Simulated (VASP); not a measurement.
# Eu (Im-3m) in VASP: a series of runs

The runs below take Eu through single point, relaxation of cell and atoms, with PBE+U.

Everything below comes from runs of VASP 6.6.1. Logs are shortened: lines on timing, memory, paths and dates and some standing lists are left out, and cuts for length are marked.

**1. The cell of the first run**

The structure is cubic, space group Im-3m (No. 229). Conventional cell: a = 4.454 Å, b = 4.454 Å, c = 4.454 Å, α = 90.00°, β = 90.00°, γ = 90.00°. Eu (site symmetry m-3m) has 14 Eu at 3.86 to 4.45 Å within 5.1 Å.

**2. Single point, PBE+U, collinear spin, ferromagnetic start**

File INCAR:

```
SYSTEM = Eu
PREC = Accurate ; ENCUT = 520
EDIFF = 1E-6 ; ISMEAR = 1
SIGMA = 0.1 ; LREAL = .False.
LASPH = .True. ; NELM = 150
ALGO = Normal ; ISIF = 2
LWAVE = .False. ; LCHARG = .False.
ISPIN = 2 ; MAGMOM = 7
LORBIT = 11 ; LMAXMIX = 6
LDAU = .True. ; LDAUTYPE = 2
LDAUL = 3 ; LDAUU = 4
LDAUJ = 0 ; LDAUPRINT = 1
GGA = PE ; NBANDS = 18
```

File KPOINTS:

```
regular mesh
0
Gamma
  8 8 8
  0 0 0
```

File POSCAR:

```
Eu
1.0
   -2.2269237746      2.2269237746      2.2269237746
    2.2269237746     -2.2269237746      2.2269237746
    2.2269237746      2.2269237746     -2.2269237746
Eu
1
Direct
    0.0000000000      0.0000000000      0.0000000000
```

Potentials or basis: VASP PAW PBE potentials, release 64 (Eu).

Run with:

```
$ cat potpaw_PBE.64/Eu/POTCAR > POTCAR
$ mpirun -np 1 vasp_std > vasp.out
```

OUTCAR:

```text
SYSTEM = Eu
   PREC = Accurate
   ENCUT = 520
   EDIFF = 1E-6
   ISMEAR = 1
   LREAL = .False.
   LASPH = .True.
   NELM = 150
   ISIF = 2
   ISPIN = 2
   LORBIT = 11
   GGA = PE

 ion  position               nearest neighbor table
   1  0.000  0.000  0.000-

  LATTYP: Found a body centered cubic cell.
 ALAT       =     4.4538475492

  Lattice vectors:

 A1 = (  -2.2269237746,   2.2269237746,   2.2269237746)
 A2 = (   2.2269237746,  -2.2269237746,   2.2269237746)
 A3 = (   2.2269237746,   2.2269237746,  -2.2269237746)

Analysis of symmetry for initial positions (statically):
=====================================================================
 Subroutine PRICEL returns:
 Original cell was already a primitive cell.

 Routine SETGRP: Setting up the symmetry group for a
 body centered cubic supercell.

 Subroutine GETGRP returns: Found 48 space group operations
 (whereof 48 operations were pure point group operations)
 out of a pool of 48 trial point group operations.

The static configuration has the point symmetry O_h .

Analysis of symmetry for dynamics (positions and initial velocities):
=====================================================================
 Subroutine PRICEL returns:
 Original cell was already a primitive cell.

 Routine SETGRP: Setting up the symmetry group for a
 body centered cubic supercell.

 Subroutine GETGRP returns: Found 48 space group operations
 (whereof 48 operations were pure point group operations)
 out of a pool of 48 trial point group operations.

The dynamic configuration has the point symmetry O_h .

Analysis of structural, dynamic, and magnetic symmetry:
=====================================================================
 Subroutine PRICEL returns:
 Original cell was already a primitive cell.

 Routine SETGRP: Setting up the symmetry group for a
 body centered cubic supercell.

 Subroutine GETGRP returns: Found 48 space group operations
 (whereof 48 operations were pure point group operations)
 out of a pool of 48 trial point group operations.

The overall configuration has the point symmetry O_h .

 Subroutine INISYM returns: Found 48 space group operations
 (whereof 48 operations are pure point group operations),
 and found     1 'primitive' translations

----------------------------------------------------------------------------------------

                                     Primitive cell

  volume of cell :      44.1749

  direct lattice vectors                    reciprocal lattice vectors
    -2.226923775  2.226923775  2.226923775     0.000000000  0.224524973  0.224524973
     2.226923775 -2.226923775  2.226923775     0.224524973  0.000000000  0.224524973
     2.226923775  2.226923775 -2.226923775     0.224524973  0.224524973  0.000000000

  length of vectors
     3.857145122  3.857145122  3.857145122     0.317526262  0.317526262  0.317526262

  position of ions in fractional coordinates (direct lattice)
     0.000000000  0.000000000  0.000000000

  ion indices of the primitive-cell ions
   primitive index   ion index
                 1           1

[... 96 lines left out ...]
 LDA+U is selected, type is set to LDAUTYPE =  2
   angular momentum for each species LDAUL =     3
   U (eV)           for each species LDAUU =   4.0
   J (eV)           for each species LDAUJ =   0.0
   GGA     = PE    functional components
   LHFCALC =     F    Hartree Fock is set to
   AEXX    =    0.0000 exact exchange contribution
   IVDW    =     0    specifies the selected vdW correction
   LEPSILON=     F    determine dielectric tensor
   LRPA    =     F    only Hartree local field effects (RPA)
 spin polarized calculation
 Methfessel and Paxton  Order N= 1 SIGMA  =   0.10
  energy-cutoff  :      520.00
  volume of cell :       44.17
 maximum number of plane-waves:      1208
 NGX is ok and might be reduce to    30
   NGX = 15   NGY = 15   NGZ = 15

atom =   1  type =  1  l = 3

 onsite density matrix

spin component  1

  0.9712 -0.0000  0.0033 -0.0000  0.0000  0.0000  0.0000
 -0.0000  0.9739 -0.0000 -0.0000 -0.0000 -0.0000 -0.0000
  0.0033 -0.0000  0.9695  0.0000  0.0000  0.0000 -0.0000
 -0.0000 -0.0000  0.0000  0.9737 -0.0000 -0.0000  0.0000
  0.0000 -0.0000  0.0000 -0.0000  0.9695 -0.0000 -0.0033
  0.0000 -0.0000  0.0000 -0.0000 -0.0000  0.9670  0.0000
  0.0000 -0.0000 -0.0000  0.0000 -0.0033  0.0000  0.9712

spin component  2

  0.0000  0.0000  0.0000  0.0000 -0.0000 -0.0000 -0.0000
  0.0000 -0.0000  0.0000  0.0000  0.0000 -0.0000  0.0000
  0.0000  0.0000  0.0000 -0.0000 -0.0000 -0.0000  0.0000
  0.0000  0.0000 -0.0000  0.0000 -0.0000  0.0000 -0.0000
 -0.0000  0.0000 -0.0000 -0.0000  0.0000  0.0000 -0.0000
 -0.0000 -0.0000 -0.0000  0.0000  0.0000  0.0000 -0.0000
 -0.0000  0.0000  0.0000 -0.0000 -0.0000 -0.0000  0.0000

 occupancies and eigenvectors

  o = -0.0000  v =  0.0000  0.0000  0.0000  0.0000  0.0000  0.0000  0.0000 -0.0000  1.0000  0.0000 -0.0000 -0.0000  0.0000 -0.0000      0.0000  0.0000  0.0000  0.0000  0.0000  0.0000  0.0000  0.0000  0.0000  0.0000  0.0000  0.0000  0.0000  0.0000
  o =  0.0000  v =  0.0000  0.0000  0.0000  0.0000  0.0000  0.0000  0.0000  0.0002 -0.0000 -0.0002 -0.0000 -0.0001  1.0000 -0.0001      0.0000  0.0000  0.0000  0.0000  0.0000  0.0000  0.0000  0.0000  0.0000  0.0000  0.0000  0.0000  0.0000  0.0000
  o =  0.0000  v =  0.0000  0.0000  0.0000  0.0000  0.0000  0.0000  0.0000  0.0002  0.0000 -0.0002  0.0000  0.7906  0.0002  0.6124      0.0000  0.0000  0.0000  0.0000  0.0000  0.0000  0.0000  0.0000  0.0000  0.0000  0.0000  0.0000  0.0000  0.0000
  o =  0.0000  v =  0.0000  0.0000  0.0000  0.0000  0.0000  0.0000  0.0000 -0.6124 -0.0000  0.7906  0.0000  0.0002  0.0003  0.0002      0.0000  0.0000  0.0000  0.0000  0.0000  0.0000  0.0000  0.0000  0.0000  0.0000  0.0000  0.0000  0.0000  0.0000
  o =  0.0000  v =  0.0000  0.0000  0.0000  0.0000  0.0000  0.0000  0.0000  0.0009  0.0000  0.0007  1.0000 -0.0007  0.0000  0.0009      0.0000  0.0000  0.0000  0.0000  0.0000  0.0000  0.0000  0.0000  0.0000  0.0000  0.0000  0.0000  0.0000  0.0000
  o =  0.0000  v =  0.0000  0.0000  0.0000  0.0000  0.0000  0.0000  0.0000  0.0006  0.0000  0.0005  0.0011  0.6124  0.0000 -0.7906      0.0000  0.0000  0.0000  0.0000  0.0000  0.0000  0.0000  0.0000  0.0000  0.0000  0.0000  0.0000  0.0000  0.0000
  o =  0.0000  v =  0.0000  0.0000  0.0000  0.0000  0.0000  0.0000  0.0000 -0.7906 -0.0000 -0.6124  0.0012  0.0005  0.0000 -0.0006      0.0000  0.0000  0.0000  0.0000  0.0000  0.0000  0.0000  0.0000  0.0000  0.0000  0.0000  0.0000  0.0000  0.0000
  o =  0.9670  v = -0.6124  0.0000  0.7906 -0.0000  0.0006  0.0003  0.0005  0.0000  0.0000  0.0000  0.0000  0.0000  0.0000  0.0000      0.0000  0.0000  0.0000  0.0000  0.0000  0.0000  0.0000  0.0000  0.0000  0.0000  0.0000  0.0000  0.0000  0.0000
  o =  0.9670  v = -0.0005  0.0000  0.0006  0.0000 -0.7859 -0.1089 -0.6087  0.0000  0.0000  0.0000  0.0000  0.0000  0.0000  0.0000      0.0000  0.0000  0.0000  0.0000  0.0000  0.0000  0.0000  0.0000  0.0000  0.0000  0.0000  0.0000  0.0000  0.0000
  o =  0.9670  v = -0.0001  0.0000  0.0002 -0.0000  0.0861 -0.9941  0.0667  0.0000  0.0000  0.0000  0.0000  0.0000  0.0000  0.0000      0.0000  0.0000  0.0000  0.0000  0.0000  0.0000  0.0000  0.0000  0.0000  0.0000  0.0000  0.0000  0.0000  0.0000
  o =  0.9737  v =  0.7906  0.0000  0.6124 -0.0020 -0.0002  0.0000  0.0003  0.0000  0.0000  0.0000  0.0000  0.0000  0.0000  0.0000      0.0000  0.0000  0.0000  0.0000  0.0000  0.0000  0.0000  0.0000  0.0000  0.0000  0.0000  0.0000  0.0000  0.0000
  o =  0.9737  v =  0.0013  0.0000  0.0010  0.8941 -0.2743 -0.0000  0.3541  0.0000  0.0000  0.0000  0.0000  0.0000  0.0000  0.0000      0.0000  0.0000  0.0000  0.0000  0.0000  0.0000  0.0000  0.0000  0.0000  0.0000  0.0000  0.0000  0.0000  0.0000
  o =  0.9737  v = -0.0010 -0.0000 -0.0008 -0.4480 -0.5475  0.0000  0.7068  0.0000  0.0000  0.0000  0.0000  0.0000  0.0000  0.0000      0.0000  0.0000  0.0000  0.0000  0.0000  0.0000  0.0000  0.0000  0.0000  0.0000  0.0000  0.0000  0.0000  0.0000
  o =  0.9739  v = -0.0000  1.0000 -0.0000 -0.0000  0.0000  0.0000 -0.0000  0.0000  0.0000  0.0000  0.0000  0.0000  0.0000  0.0000      0.0000  0.0000  0.0000  0.0000  0.0000  0.0000  0.0000  0.0000  0.0000  0.0000  0.0000  0.0000  0.0000  0.0000

 number of electron      16.9999996 magnetization       7.2269115

 Free energy of the ion-electron system (eV)
  ---------------------------------------------------
  ext. energy  EPLUGINS =         0.00000000
  ---------------------------------------------------
  free energy    TOTEN  =       -10.92932293 eV

  energy without entropy =      -10.93020784  energy(sigma->0) =      -10.92961790

 E-fermi :   1.9782     XC(G=0):  -8.5879

 val. band max:        1.9403144041   @ k =   0.5000   0.5000   0.2500
 cond. band min:       1.9793789196   @ k =   0.3750   0.2500  -0.0000
 fundamental gap:      0.0390645155
 Fermi energy:         1.9782058412

 spin component 1

 k-point     1 :       0.0000    0.0000    0.0000
  band No.  band energies     occupation
      1     -39.1432      1.00000
      2     -17.8515      1.00000
      3     -17.8515      1.00000
      4     -17.8515      1.00000
      5      -2.2636      1.00000
      6       0.6221      1.00000
[... 1001 lines left out ...]
     17       9.4653      0.00000
     18      11.2874      0.00000

 [... further k-points ...]

------------------------ aborting loop because EDIFF is reached ----------------------------------------

  FORCE on cell =-STRESS in cart. coord.  units (eV):
  Direction    XX          YY          ZZ          XY          YZ          ZX
  --------------------------------------------------------------------------------------
  -------------------------------------------------------------------------------------
  Total        0.2012406      0.2012406      0.2012406      0.0000000      0.0000000     -0.0000000
  in kB        7.2987789      7.2987789      7.2987789      0.0000000      0.0000000     -0.0000000
  external PRESSURE =       7.2987789 kB  Pullay stress =       0.0000000 kB

 VOLUME and BASIS-vectors are now :
 -----------------------------------------------------------------------------
  energy-cutoff  :      520.00
  volume of cell :       44.17
      direct lattice vectors                 reciprocal lattice vectors
    -2.226923775  2.226923775  2.226923775     0.000000000  0.224524973  0.224524973
     2.226923775 -2.226923775  2.226923775     0.224524973  0.000000000  0.224524973
     2.226923775  2.226923775 -2.226923775     0.224524973  0.224524973  0.000000000

 POSITION                                       TOTAL-FORCE (eV/Angst)
 -----------------------------------------------------------------------------------
      0.00000      0.00000      0.00000         0.000000      0.000000      0.000000
 -----------------------------------------------------------------------------------
    total drift:                               -0.000000     -0.000000      0.000000

  FREE ENERGIE OF THE ION-ELECTRON SYSTEM (eV)
  ---------------------------------------------------
  free  energy   TOTEN  =       -10.9293229347 eV

  energy  without entropy=      -10.9302078355  energy(sigma->0) =      -10.92961790

 total charge

# of ion       s       p       d       f       tot
--------------------------------------------------
    1        2.083   5.731   0.231   6.789  14.834

 magnetization (x)

# of ion       s       p       d       f       tot
--------------------------------------------------
    1       -0.005  -0.105   0.077   6.788   6.755
```

Run time: 39 s. Hardware: 1 thread of Intel Xeon Platinum 8559C (Emerald Rapids), shared host; peak memory 0.21 GiB.

Results:

| Property | Result |
| --- | --- |
| Free energy | -10.9293 eV |
| Pressure | 0.7 GPa |
| Net moment | 7.23 μB per cell |
| Site moments | Eu +6.75 μB |
| Valence electrons inside the program's atomic spheres | Eu 14.83 |

Eigenvalues of the final occupation matrices:
```
    site  spin  trace                         eigenvalues
site 1 f     1   6.80  0.97 0.97 0.97 0.97 0.97 0.97 0.97
site 1 f     2   0.00  0.00 0.00 0.00 0.00 0.00 0.00 0.00
```

Caveat: spin-orbit coupling is left out, which moves the levels of the heavy elements. The state reached can hang on the start; a lower one may exist.

**3. Relaxation of cell and atoms, PBE+U, collinear spin, ferromagnetic start**

This run uses another cell than the first one, of 48.86 Å³/atom, 1.106 times its volume.

File INCAR:

```
PREC     = Accurate       # precision mode
ENCUT    = 600            # plane-wave cutoff, eV
EDIFF    = 1E-6           # SCF threshold, eV
ISMEAR   = 1              # smearing method
SIGMA    = 0.1            # smearing width, eV
LREAL    = False          # projectors in reciprocal space
LASPH    = True           # aspherical terms in the spheres
NELM     = 150            # most SCF steps
ALGO     = Normal         # electronic algorithm
ISIF     = 3              # what is computed and relaxed
LWAVE    = False          # write WAVECAR
LCHARG   = False          # write CHGCAR
ISPIN    = 2              # spin polarisation
MAGMOM   = 7              # initial moments
LORBIT   = 11             # projections on sites
LMAXMIX  = 6              # l up to which the mixer works
LDAU     = True           # DFT+U
LDAUTYPE = 2            
LDAUL    = 3              # shell
LDAUU    = 4              # U, eV
LDAUJ    = 0            
LDAUPRINT= 1            
GGA      = PE             # functional
IBRION   = 2              # ionic algorithm
NSW      = 60             # ionic steps
EDIFFG   = -0.01          # ionic threshold
```

File KPOINTS:

```
Automatic mesh
0
Gamma
  8 8 8
```

File POSCAR:

```
Eu
1.0
   -2.3030000000      2.3030000000      2.3030000000
    2.3030000000     -2.3030000000      2.3030000000
    2.3030000000      2.3030000000     -2.3030000000
Eu
1
Direct
    0.0000000000      0.0000000000      0.0000000000
```

Potentials or basis: VASP PAW PBE potentials, release 64 (Eu).

Run with:

```
$ cat potpaw_PBE.64/Eu/POTCAR > POTCAR
$ mpirun -np 1 vasp_std > vasp.out
```

It took 9.5 min on 1 thread of Intel Xeon Platinum 8259CL at 2.50GHz (Skylake/Cascade Lake), shared host; peak memory 0.25 GiB.

The run converged. Its results:

* Free energy: -10.9362 eV
* Relaxed volume: 46.59 Å³/atom
* Relaxed cell: a = 3.926 Å, b = 3.926 Å, c = 3.926 Å, α = 109.47°, β = 109.47°, γ = 109.47°
* Space group after relaxing (to 0.05 Å): Im-3m (No. 229)
* Energy gained by relaxing: 4.3 meV/atom
* Ionic steps: 19
* Pressure after relaxing: 0.0 GPa
* Net moment: 7.23 μB per cell
* Site moments: Eu +6.76 μB
* Valence electrons inside the program's atomic spheres: Eu 14.82

The path:
```
step  energy change (eV)  largest force (eV/Å)  pressure (GPa)  volume (Å³)
   1              0.0000                0.0000           -0.55        48.86
   2             -0.0032                0.0000           -0.25        47.68
   3             -0.0039                0.0000            0.09        47.16
   4             -0.0038                0.0000           -0.27        47.30
   5             -0.0039                0.0000           -0.62        47.20
   6             -0.0042                0.0000            0.04        46.17
   7             -0.0042                0.0000            0.36        46.23
   8             -0.0043                0.0000           -0.10        46.58
   9             -0.0043                0.0000           -0.37        46.51
  10             -0.0043                0.0000           -0.55        46.37
  11             -0.0043                0.0000            0.13        46.28
  12             -0.0043                0.0000            0.18        46.31
  13             -0.0043                0.0000            0.18        46.34
  14             -0.0043                0.0000           -0.15        46.60
  15             -0.0043                0.0000            0.06        46.47
  16             -0.0043                0.0000            0.17        46.50
  17             -0.0043                0.0000            0.25        46.55
  18             -0.0043                0.0000            0.09        46.58
  19             -0.0043                0.0000            0.01        46.59
```

Final structure:
```cif
data_structure
_symmetry_space_group_name_H-M 'P 1'
_symmetry_Int_Tables_number 1
_cell_length_a 3.9261
_cell_length_b 3.9261
_cell_length_c 3.9261
_cell_angle_alpha 109.471
_cell_angle_beta 109.471
_cell_angle_gamma 109.471
_cell_volume 46.59
loop_
_atom_site_label
_atom_site_type_symbol
_atom_site_fract_x
_atom_site_fract_y
_atom_site_fract_z
_atom_site_occupancy
Eu1 Eu 0.00000 0.00000 0.00000 1
```

Levels at points of the mesh, in eV from the Fermi level:
Spin up:
```
           k point  band 9  band 10  band 11  band 12  band 13  band 14  band 15  band 16
(0.00, 0.00, 0.00)   -1.28    -1.28    -1.28    -1.24     1.89     1.89     1.89     3.45
(0.50, 0.00, 0.00)   -1.28    -1.28    -1.28    -1.27     0.60     0.61     3.32     4.01
(0.50, 0.50, 0.50)   -1.24    -1.24    -1.24    -0.85    -0.85     4.53     4.53     4.53
```
Spin down:
| k point | band 3 | band 4 | band 5 | band 6 | band 7 | band 8 |
| --- | --- | --- | --- | --- | --- | --- |
| (0.00, 0.00, 0.00) | -17.60 | -17.60 | -3.63 | 2.76 | 2.76 | 2.76 |
| (0.50, 0.00, 0.00) | -17.74 | -17.60 | -0.95 | 1.19 | 1.34 | 4.32 |
| (0.50, 0.50, 0.50) | -17.90 | -17.90 | -0.23 | -0.23 | 4.77 | 4.77 |

Eigenvalues of the final occupation matrices:
```
    site  spin  trace                         eigenvalues
site 1 f     1   6.80  0.97 0.97 0.97 0.97 0.97 0.97 0.97
site 1 f     2   0.00  0.00 0.00 0.00 0.00 0.00 0.00 0.00
```

Caveat: spin-orbit coupling is left out, which moves the levels of the heavy elements.
